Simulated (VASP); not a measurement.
Write the native input for VASP 6.6.1 that does the following.

| Property | Result |
| --- | --- |
| Task | single point |
| Functional | HSE06 |
| Potentials or basis | VASP PAW PBE potentials, release 64 (Si, C) |
| Cutoff | 520 eV |
| k mesh | 8 × 8 × 8 |
| Occupations | gaussian, width 0.01 eV |
| Spin | no spin polarisation |
| Dipole correction | no |
| Grid for exact exchange (PRECFOCK) | Normal |
| Further INCAR settings | ALGO = Normal; EDIFF = 1e-06; NBANDS = 11 |
| Share of exact exchange | 0.25 |
| Screening parameter | 0.2079 1/Å |

SiC:

```
Si C
1.0
     0.03875    2.16845    2.16845
     2.16845    0.03875    2.16845
     2.16845    2.16845    0.03875
Si C
1 1
Direct
  0.00090 0.00090 0.00090
  0.24910 0.24910 0.24910
```

This cell differs from its parent crystal: epitaxial 111 strain -2.2%.

The input as run:

POSCAR

```
SiC
1.0
    0.0387500500      2.1684496355      2.1684496355
    2.1684496355      0.0387500500      2.1684496355
    2.1684496355      2.1684496355      0.0387500500
Si C
1 1
Direct
    0.0009017569      0.0009017569      0.0009017569
    0.2490982431      0.2490982431      0.2490982431
```

INCAR.step1

```
SYSTEM = SiC
ALGO = Normal
EDIFF = 1E-5
ENCUT = 520
GGA = PE
ISIF = 2
ISMEAR = 0
LASPH = .True.
LCHARG = .False.
LREAL = .False.
LWAVE = .True.
NBANDS = 11
NELM = 100
PREC = Accurate
SIGMA = 0.01
```

INCAR.step2

```
SYSTEM = SiC
ALGO = Normal
EDIFF = 1E-6
ENCUT = 520
GGA = PE
HFSCREEN = 0.2079
ISIF = 2
ISMEAR = 0
ISTART = 1
LASPH = .True.
LCHARG = .False.
LHFCALC = .True.
LREAL = .False.
LWAVE = .False.
NBANDS = 11
NELM = 100
PREC = Accurate
PRECFOCK = Normal
SIGMA = 0.01
```

KPOINTS

```
k-points
0
Gamma
  8 8 8
  0 0 0
```

Potentials or basis: VASP PAW PBE potentials, release 64 (Si, C).

Command:

```sh
$ cat potpaw_PBE.64/Si/POTCAR potpaw_PBE.64/C/POTCAR > POTCAR
$ cp INCAR.step1 INCAR
$ mpirun -np 1 vasp_std > vasp.out
$ cp INCAR.step2 INCAR
$ mpirun -np 1 vasp_std > vasp.out
```

It gave:

```yaml
Pressure: 8.5 GPa
Largest_force: 0.005 eV/Å
Band_gap_on_the_k_mesh: 2.09 eV (least direct gap 5.59 eV)
```

Caveat: the cell differs from its parent crystal (epitaxial 111 strain -2.2%); the cell stands under pressure; the PAW data sets were made with another functional, which shifts forces and pressure a little.

It took 85 min on 1 thread of Oxide Virtual Turin-like Processor, with other jobs on the host, peak memory 0.23 GiB.
